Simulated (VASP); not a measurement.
# CoO (R-3m) in VASP: a series of runs, part 2 of 2

VASP 6.6.1. The steps go on from the part before.

### Step 4. Phonons, PBE+U, collinear spin, ferromagnetic start (10.32 Å³/atom)

This run uses another cell than the first one, of 10.32 Å³/atom.

INCAR reads:

```
SYSTEM = CoO
PREC = Accurate ; ENCUT = 520
EDIFF = 1E-8 ; ISMEAR = 0
SIGMA = 0.02 ; LREAL = .FALSE.
LASPH = .TRUE. ; NELM = 150
ALGO = Normal ; ISIF = 2
LWAVE = .FALSE. ; LCHARG = .TRUE.
ISPIN = 2 ; MAGMOM = 2.89 0.24
LORBIT = 11 ; LMAXMIX = 4
LDAU = .TRUE. ; LDAUTYPE = 2
LDAUL = 2 -1 ; LDAUU = 3.32 0
LDAUJ = 0 0 ; LDAUPRINT = 1
GGA = PE ; NBANDS = 18
IBRION = 6 ; NFREE = 2
POTIM = 0.015 ; NSW = 1
```

KPOINTS reads:

```
regular mesh
0
G
  12 12 12
  0 0 0
```

POSCAR reads:

```
CoO
1.0
    1.5470929174      0.8932145123      2.4898077388
   -1.5470929174      0.8932145123      2.4898077388
    0.0000000000     -1.7864290247      2.4898077388
Co O
1 1
Direct
    0.0000000000      0.0000000000      0.0000000000
    0.5000000000      0.5000000000      0.5000000000
```

Potentials or basis: VASP PAW PBE potentials, release 64 (Co, O).

Command:

```sh
$ cat potpaw_PBE.64/Co/POTCAR potpaw_PBE.64/O/POTCAR > POTCAR
$ mpirun -np 1 vasp_std > vasp.out
```

OUTCAR:

```text
SYSTEM = CoO
   PREC = Accurate
   ENCUT = 520
   EDIFF = 1E-8
   ISMEAR = 0
   LREAL = .FALSE.
   LASPH = .TRUE.
   NELM = 150
   ISIF = 2
   ISPIN = 2
   LORBIT = 11
   GGA = PE
   IBRION = 6
   NFREE = 2
   POTIM = 0.015
   NSW = 1

 ion  position               nearest neighbor table
   1  0.000  0.000  0.000-   2 2.18   2 2.18   2 2.18   2 2.18   2 2.18   2 2.18
   2  0.500  0.500  0.500-   1 2.18   1 2.18   1 2.18   1 2.18   1 2.18   1 2.18

  LATTYP: Found a trigonal (rhomboedric) cell.
 ALAT       =     3.0643875793
 COS(alpha) =     0.4902286723

  Lattice vectors:

 A1 = (   1.5470929174,   0.8932145123,   2.4898077388)
 A2 = (  -1.5470929174,   0.8932145123,   2.4898077388)
 A3 = (   0.0000000000,  -1.7864290247,   2.4898077388)

Analysis of symmetry for initial positions (statically):
=====================================================================
 Subroutine PRICEL returns:
 Original cell was already a primitive cell.

 Routine SETGRP: Setting up the symmetry group for a
 trigonal (rhombohedral) supercell.

 Subroutine GETGRP returns: Found 12 space group operations
 (whereof 12 operations were pure point group operations)
 out of a pool of 12 trial point group operations.

The static configuration has the point symmetry D_3d.

Analysis of symmetry for dynamics (positions and initial velocities):
=====================================================================
 Subroutine PRICEL returns:
 Original cell was already a primitive cell.

 Routine SETGRP: Setting up the symmetry group for a
 trigonal (rhombohedral) supercell.

 Subroutine GETGRP returns: Found 12 space group operations
 (whereof 12 operations were pure point group operations)
 out of a pool of 12 trial point group operations.

The dynamic configuration has the point symmetry D_3d.

Analysis of structural, dynamic, and magnetic symmetry:
=====================================================================
 Subroutine PRICEL returns:
 Original cell was already a primitive cell.

 Routine SETGRP: Setting up the symmetry group for a
 trigonal (rhombohedral) supercell.

 Subroutine GETGRP returns: Found 12 space group operations
 (whereof 12 operations were pure point group operations)
 out of a pool of 12 trial point group operations.

The overall configuration has the point symmetry D_3d.

 Subroutine INISYM returns: Found 12 space group operations
 (whereof 12 operations are pure point group operations),
 and found     1 'primitive' translations

----------------------------------------------------------------------------------------

                                     Primitive cell

[... 434 lines left out ...]

  0.9800 -0.0000  0.0000 -0.0174 -0.0000
 -0.0000  0.9919 -0.0000 -0.0000 -0.0174
  0.0000 -0.0000  0.9653 -0.0000  0.0000
 -0.0174 -0.0000 -0.0000  0.9919 -0.0000
 -0.0000 -0.0174  0.0000 -0.0000  0.9800

spin component  2

  0.4704  0.0000 -0.0000  0.1228 -0.0000
  0.0000  0.1580 -0.0000  0.0000  0.1228
 -0.0000 -0.0000  0.9573  0.0000  0.0000
  0.1228  0.0000  0.0000  0.1580  0.0000
 -0.0000  0.1228  0.0000  0.0000  0.4704

 occupancies and eigenvectors

  o =  0.1155  v =  0.0000  0.0000  0.0000  0.0000  0.0000 -0.3270  0.0000 -0.0000  0.9450 -0.0000      0.0000  0.0000  0.0000  0.0000  0.0000  0.0000  0.0000  0.0000  0.0000  0.0000
  o =  0.1155  v =  0.0000  0.0000  0.0000  0.0000  0.0000  0.0000  0.9450  0.0000 -0.0000 -0.3270      0.0000  0.0000  0.0000  0.0000  0.0000  0.0000  0.0000  0.0000  0.0000  0.0000
  o =  0.5129  v =  0.0000  0.0000  0.0000  0.0000  0.0000 -0.9450  0.0000  0.0000 -0.3270  0.0000      0.0000  0.0000  0.0000  0.0000  0.0000  0.0000  0.0000  0.0000  0.0000  0.0000
  o =  0.5129  v =  0.0000  0.0000  0.0000  0.0000  0.0000  0.0000  0.3270 -0.0000 -0.0000  0.9450      0.0000  0.0000  0.0000  0.0000  0.0000  0.0000  0.0000  0.0000  0.0000  0.0000
  o =  0.9573  v =  0.0000  0.0000  0.0000  0.0000  0.0000  0.0000 -0.0000  1.0000 -0.0000  0.0000      0.0000  0.0000  0.0000  0.0000  0.0000  0.0000  0.0000  0.0000  0.0000  0.0000
  o =  0.9653  v =  0.0000 -0.0000  1.0000  0.0000 -0.0000  0.0000  0.0000  0.0000  0.0000  0.0000      0.0000  0.0000  0.0000  0.0000  0.0000  0.0000  0.0000  0.0000  0.0000  0.0000
  o =  0.9675  v = -0.8132 -0.0000  0.0000 -0.5819 -0.0000  0.0000  0.0000  0.0000  0.0000  0.0000      0.0000  0.0000  0.0000  0.0000  0.0000  0.0000  0.0000  0.0000  0.0000  0.0000
  o =  0.9675  v =  0.0000  0.5819  0.0000 -0.0000  0.8132  0.0000  0.0000  0.0000  0.0000  0.0000      0.0000  0.0000  0.0000  0.0000  0.0000  0.0000  0.0000  0.0000  0.0000  0.0000
  o =  1.0044  v =  0.0000 -0.8132  0.0000  0.0000  0.5819  0.0000  0.0000  0.0000  0.0000  0.0000      0.0000  0.0000  0.0000  0.0000  0.0000  0.0000  0.0000  0.0000  0.0000  0.0000
  o =  1.0044  v =  0.5819 -0.0000  0.0000 -0.8132 -0.0000  0.0000  0.0000  0.0000  0.0000  0.0000      0.0000  0.0000  0.0000  0.0000  0.0000  0.0000  0.0000  0.0000  0.0000  0.0000

--------------------------------------- Ionic step        9  -------------------------------------------

 number of electron      14.9999997 magnetization       2.9999999

 Free energy of the ion-electron system (eV)
  ---------------------------------------------------
  ext. energy  EPLUGINS =         0.00000000
  ---------------------------------------------------
  free energy    TOTEN  =       -11.44576582 eV

  energy without entropy =      -11.44545562  energy(sigma->0) =      -11.44561072

 E-fermi :   6.8405     XC(G=0): -12.0067

 val. band max:        6.8386129389   @ k =   0.3333   0.0833   0.0833
 cond. band min:       6.8445063710   @ k =   0.2500   0.1667   0.0000
 fundamental gap:      0.0058934321
 Fermi energy:         6.8404792506

 spin component 1

 k-point     1 :       0.0000    0.0000    0.0000
  band No.  band energies     occupation
      1     -12.4342      1.00000
      2       1.9789      1.00000
      3       1.9789      1.00000
      4       2.2288      1.00000
      5       2.2288      1.00000
      6       2.9201      1.00000
[... 1032 lines left out ...]
  FREE ENERGIE OF THE ION-ELECTRON SYSTEM (eV)
  ---------------------------------------------------
  free  energy   TOTEN  =       -11.4457658159 eV

  energy  without entropy=      -11.4454556223  energy(sigma->0) =      -11.44561072

 INTERNAL STRAIN TENSORS FROM DISPLACED ATOMS
 ============================================

 INTERNAL STRAIN TENSOR FOR ION    1 for displacements in x,y,z  (eV/Angst):
          X           Y           Z          XY          YZ          ZX
  --------------------------------------------------------------------------------
  x     0.00000     0.00000     0.00000     0.00000     0.00000     0.00000
  y     0.00000     0.00000     0.00000     0.00000     0.00000     0.00000
  z     0.00000     0.00000     0.00000     0.00000     0.00000     0.00000

 INTERNAL STRAIN TENSOR FOR ION    2 for displacements in x,y,z  (eV/Angst):
          X           Y           Z          XY          YZ          ZX
  --------------------------------------------------------------------------------
  x     0.00000     0.00000     0.00000     0.00000     0.00000     0.00000
  y     0.00000     0.00000     0.00000     0.00000     0.00000     0.00000
  z     0.00000     0.00000     0.00000     0.00000     0.00000     0.00000

 Eigenvectors and eigenvalues of the dynamical matrix
 ----------------------------------------------------

   1 f  =    7.665765 THz    48.165425 2PiTHz  255.702410 cm-1    31.703044 meV
             X         Y         Z           dx          dy          dz
      0.000000  0.000000  0.000000     0.000004   -0.462511    0.000000
      0.000000 -0.000000  3.734712    -0.000007    0.886613   -0.000000
[... 21 lines left out ...]
   6 f/i=    0.007731 THz     0.048575 2PiTHz    0.257876 cm-1     0.031972 meV
             X         Y         Z           dx          dy          dz
      0.000000  0.000000  0.000000     0.000000    0.000000   -0.886307
      0.000000 -0.000000  3.734712     0.000000    0.000000   -0.463099

 ELASTIC MODULI CONTR FROM IONIC RELAXATION (kBar)
 Direction    XX          YY          ZZ          XY          YZ          ZX
 --------------------------------------------------------------------------------
 XX           0.0000      0.0000      0.0000      0.0000      0.0000      0.0000
 YY           0.0000      0.0000      0.0000      0.0000      0.0000      0.0000
 ZZ           0.0000      0.0000      0.0000      0.0000      0.0000      0.0000
 XY           0.0000      0.0000      0.0000      0.0000      0.0000      0.0000
 YZ           0.0000      0.0000      0.0000      0.0000      0.0000      0.0000
 ZX           0.0000      0.0000      0.0000      0.0000      0.0000      0.0000
 --------------------------------------------------------------------------------

 total charge

# of ion       s       p       d       tot
------------------------------------------
    1        0.281   0.321   7.101   7.703
    2        1.554   3.413   0.000   4.967
--------------------------------------------------
tot          1.834   3.734   7.101  12.670

 magnetization (x)

# of ion       s       p       d       tot
------------------------------------------
    1        0.020   0.016   2.693   2.730
    2        0.021   0.224   0.000   0.245
--------------------------------------------------
tot          0.041   0.240   2.693   2.974
```

OSZICAR:

```text
N       E                     dE             d eps       ncg     rms          rms(c)
DAV:   1     0.844041046417E+02    0.84404E+02   -0.67130E+03 13880   0.952E+02
DAV:   2    -0.775846385956E+01   -0.92163E+02   -0.78929E+02 14292   0.222E+02
DAV:   3    -0.133219155509E+02   -0.55635E+01   -0.54710E+01 15750   0.593E+01
[... 116 lines left out ...]
DAV:   5    -0.114457661486E+02   -0.51630E-05   -0.31641E-05 15554   0.377E-02    0.157E-02
DAV:   6    -0.114457656803E+02    0.46831E-06   -0.18004E-06 18498   0.215E-02    0.925E-03
DAV:   7    -0.114457657427E+02   -0.62381E-07   -0.95214E-07 17654   0.135E-02    0.262E-03
DAV:   8    -0.114457658160E+02   -0.73252E-07   -0.29932E-07 15520   0.406E-03    0.768E-04
DAV:   9    -0.114457658159E+02    0.54342E-10   -0.60244E-09  8844   0.743E-04
   9 F= -.11445766E+02 E0= -.11445611E+02  d E =-.310194E-03  mag=     3.0000
```

Wall time 31 min (1 thread of Intel Xeon 8259CL, shared host); peak memory 0.57 GiB.

What came out:

```
Net moment                                              : 3.00 μB per cell
Site moments                                            : Co +2.73; O +0.24 μB
Valence electrons inside the program's atomic spheres   : Co 7.70; O 4.97
Highest phonon frequency at Γ, LO-TO splitting left out : 256 cm⁻¹
```

Phonon frequencies in cm⁻¹ (negative: imaginary):
| q point | frequencies |
| --- | --- |
| (0.000, 0.000, 0.000) | 0 0 0 226 256 256 |

Eigenvalues of the final occupation matrices:
| site | spin | trace | eigenvalues |
| --- | --- | --- | --- |
| site 1 d | 1 | 4.91 | 0.97 0.97 0.97 1.00 1.00 |
| site 1 d | 2 | 2.21 | 0.12 0.12 0.51 0.51 0.96 |

Caveat: the cell stands under pressure or tension, which shifts response properties; a cell with one magnetic atom can't hold antiferromagnetic order, which such compounds often take.

### Step 5. Single point, PBE+U, collinear spin, ferromagnetic start (10.42 Å³/atom)

This run uses another cell than the first one, of 10.42 Å³/atom.

INCAR reads:

```
SYSTEM = CoO
PREC = Accurate
ENCUT = 520
EDIFF = 1E-7
ISMEAR = 0
SIGMA = 0.02
LREAL = .False.
LASPH = .True.
NELM = 150
ALGO = Normal
ISIF = 2
LWAVE = .False.
LCHARG = .True.
ISPIN = 2
MAGMOM = 2.88 0.24
LORBIT = 11
LMAXMIX = 4
LDAU = .True.
LDAUTYPE = 2
LDAUL = 2 -1
LDAUU = 3.32 0
LDAUJ = 0 0
LDAUPRINT = 1
GGA = PE
LELF = .True.
LVHAR = .True.
NBANDS = 18
```

KPOINTS reads:

```
regular mesh
0
Gamma
  12 12 12
  0 0 0
```

POSCAR reads:

```
CoO
1.0
    1.5519635115      0.8960265512      2.4979971241
   -1.5519635115      0.8960265512      2.4979971241
    0.0000000000     -1.7920531023      2.4979971241
Co O
1 1
Direct
    0.0000000000      0.0000000000      0.0000000000
    0.5000000000      0.5000000000      0.5000000000
```

Command:

```sh
$ cat potpaw_PBE.64/Co/POTCAR potpaw_PBE.64/O/POTCAR > POTCAR
$ mpirun -np 1 vasp_std > vasp.out
```

Run time: 4.6 min. Hardware: 1 thread of Intel Xeon 8259CL, shared host; peak memory 0.24 GiB.

It converged, with:

| Property | Result |
| --- | --- |
| Free energy | -11.4328 eV |
| Pressure | -11.5 GPa |
| Band gap on the k mesh | zero (filled and empty bands overlap) |
| Net moment | 3.00 μB per cell |
| Site moments | Co +2.73; O +0.24 μB |
| Valence electrons inside the program's atomic spheres | Co 7.69; O 4.96 |

Stress tensor (GPa, compression positive):
```
-11.34   0.00   0.00
  0.00 -11.34   0.00
  0.00   0.00 -11.72
```

Levels at points of the mesh, in eV from the Fermi level:
Spin up:
| k point | band 7 | band 8 | band 9 | band 10 | band 11 | band 12 |
| --- | --- | --- | --- | --- | --- | --- |
| (0.00, 0.00, 0.00) | -2.49 | -2.49 | -2.38 | 0.85 | 16.72 | 16.72 |
| (0.50, 0.00, 0.00) | -3.05 | -0.59 | -0.54 | 5.14 | 8.82 | 13.06 |
| (0.50, 0.50, 0.00) | -3.65 | -3.53 | -3.31 | 5.50 | 9.65 | 10.83 |
| (0.50, 0.50, 0.50) | -2.56 | -0.56 | -0.56 | 5.07 | 9.03 | 12.86 |
Spin down:
| k point | band 2 | band 3 | band 4 | band 5 | band 6 | band 7 | band 8 | band 9 | band 10 | band 11 |
| --- | --- | --- | --- | --- | --- | --- | --- | --- | --- | --- |
| (0.00, 0.00, 0.00) | -2.45 | -2.02 | -2.02 | -1.93 | -0.79 | -0.79 | 1.39 | 1.58 | 1.58 | 16.69 |
| (0.50, 0.00, 0.00) | -6.70 | -3.76 | -3.50 | -1.46 | -0.02 | 0.48 | 3.60 | 3.70 | 5.42 | 9.63 |
| (0.50, 0.50, 0.00) | -5.55 | -3.21 | -3.11 | -2.61 | -0.54 | 0.21 | 2.10 | 2.25 | 6.47 | 10.06 |
| (0.50, 0.50, 0.50) | -6.89 | -3.78 | -3.78 | -1.15 | 0.39 | 0.39 | 3.60 | 3.60 | 5.35 | 9.76 |

Eigenvalues of the final occupation matrices:
```
    site  spin  trace               eigenvalues
site 1 d     1   4.91  0.97 0.97 0.97 1.00 1.00
site 1 d     2   2.21  0.11 0.11 0.51 0.51 0.96
```

Caveat: the cell stands under tension; a cell with one magnetic atom can't hold antiferromagnetic order, which such compounds often take.

### Step 6. Single point, PBE+U, collinear spin, ferromagnetic start (10.72 Å³/atom)

This run uses another cell than the first one, of 10.72 Å³/atom.

INCAR reads:

```
SYSTEM = CoO
PREC     = Accurate       ! precision mode
ENCUT    = 520            ! plane-wave cutoff, eV
EDIFF    = 1E-6           ! SCF threshold, eV
ISMEAR   = 0              ! smearing method
SIGMA    = 0.02           ! smearing width, eV
LREAL    = .FALSE.        ! projectors in reciprocal space
LASPH    = .TRUE.         ! aspherical terms in the spheres
NELM     = 150            ! most SCF steps
ALGO     = Normal         ! electronic algorithm
ISIF     = 2              ! what is computed and relaxed
LWAVE    = .FALSE.        ! write WAVECAR
LCHARG   = .TRUE.         ! write CHGCAR
ISPIN    = 2              ! spin polarisation
MAGMOM   = 2.88 0.24      ! initial moments
LORBIT   = 11             ! projections on sites
LMAXMIX  = 4              ! l up to which the mixer works
LDAU     = .TRUE.         ! DFT+U
LDAUTYPE = 2            
LDAUL    = 2 -1           ! shell
LDAUU    = 3.32 0         ! U, eV
LDAUJ    = 0 0          
LDAUPRINT= 1            
GGA      = PE             ! functional
LELF     = .TRUE.         ! ELF
LVHAR    = .TRUE.       
NBANDS   = 18             ! bands
```

KPOINTS reads:

```
Automatic mesh
0
G
  12 12 12
  0 0 0
```

POSCAR reads:

```
CoO
1.0
    1.5668871531      0.9046427197      2.5220178008
   -1.5668871531      0.9046427197      2.5220178008
    0.0000000000     -1.8092854393      2.5220178008
Co O
1 1
Direct
    0.0000000000      0.0000000000      0.0000000000
    0.5000000000      0.5000000000      0.5000000000
```

Potentials or basis: VASP PAW PBE potentials, release 64 (Co, O).

Command:

```sh
$ cat potpaw_PBE.64/Co/POTCAR potpaw_PBE.64/O/POTCAR > POTCAR
$ mpirun -np 1 vasp_std > vasp.out
```

Run time: 3.6 min. Hardware: 1 thread of Intel Xeon 8259CL, shared host; peak memory 0.24 GiB.

Results (log left out):

```yaml
Free_energy: -11.3834 eV
Pressure: -14.9 GPa
Band_gap_on_the_k_mesh: zero (filled and empty bands overlap)
Net_moment: 3.00 μB per cell
Site_moments: Co +2.73; O +0.24 μB
Valence_electrons_inside_the_program's_atomic_spheres: Co 7.65; O 4.95
```

Stress tensor (GPa, compression positive):
```
-14.81   0.00   0.00
  0.00 -14.81   0.00
  0.00   0.00 -14.98
```

Levels at points of the mesh, in eV from the Fermi level:
Spin up:
```csv
k point,band 7,band 8,band 9,band 10,band 11,band 12
"(0.00, 0.00, 0.00)",-2.38,-2.38,-2.28,0.72,16.54,16.54
"(0.50, 0.00, 0.00)",-3.06,-0.62,-0.57,5.07,8.57,12.88
"(0.50, 0.50, 0.00)",-3.51,-3.40,-3.32,5.32,9.47,10.74
"(0.50, 0.50, 0.50)",-2.58,-0.60,-0.60,5.00,8.77,12.68
```
Spin down:
| k point | band 3 | band 4 | band 5 | band 6 | band 7 | band 8 | band 9 | band 10 |
| --- | --- | --- | --- | --- | --- | --- | --- | --- |
| (0.00, 0.00, 0.00) | -1.93 | -1.93 | -1.84 | -0.75 | -0.75 | 1.25 | 1.61 | 1.61 |
| (0.50, 0.00, 0.00) | -3.61 | -3.35 | -1.47 | -0.02 | 0.46 | 3.53 | 3.63 | 5.35 |
| (0.50, 0.50, 0.00) | -3.08 | -2.98 | -2.55 | -0.54 | 0.20 | 2.11 | 2.21 | 6.29 |
| (0.50, 0.50, 0.50) | -3.63 | -3.63 | -1.18 | 0.39 | 0.39 | 3.53 | 3.53 | 5.28 |

Eigenvalues of the final occupation matrices:
| site | spin | trace | eigenvalues |
| --- | --- | --- | --- |
| site 1 d | 1 | 4.90 | 0.96 0.97 0.97 1.00 1.00 |
| site 1 d | 2 | 2.20 | 0.11 0.11 0.51 0.51 0.96 |

Caveat: the cell stands under tension; a cell with one magnetic atom can't hold antiferromagnetic order, which such compounds often take.

### Step 7. The runs side by side

| task | cell | k mesh | cutoff (eV) | smearing | gap on the mesh (eV) | pressure (GPa) | moment (μB) |
| --- | --- | --- | --- | --- | --- | --- | --- |
| relaxation of cell and atoms | relaxed from a = 3.044 Å, angles 60.6°, 2 atoms | 12 × 12 × 12 | 600 | gaussian 0.02 eV | none | 0.0 | 3.00 |
| single point | a = 3.044 Å, angles 60.6°, 2 atoms | 18 × 18 × 18 | 520 | gaussian 0.1 eV | none | -7.4 | 3.00 |
| phonons | a = 3.064 Å, angles 60.6°, 2 atoms | 12 × 12 × 12 | 520 | gaussian 0.02 eV | - | - | 3.00 |
| single point | a = 3.074 Å, angles 60.6°, 2 atoms | 12 × 12 × 12 | 520 | gaussian 0.02 eV | none | -11.5 | 3.00 |
| single point | a = 3.104 Å, angles 60.6°, 2 atoms | 12 × 12 × 12 | 520 | gaussian 0.02 eV | none | -14.9 | 3.00 |

Alike in all rows: level PBE+U; potentials or basis VASP PAW PBE potentials, release 64 (Co, O); spin collinear, ferromagnetic start; Co d U = 3.32 eV.

Caveats: a cell with one magnetic atom can't hold antiferromagnetic order, which such compounds often take; the cell stands under tension (at least some runs); the cell stands under pressure or tension, which shifts response properties (at least some runs).

Absolute energies hang on the potentials; compare differences alone.
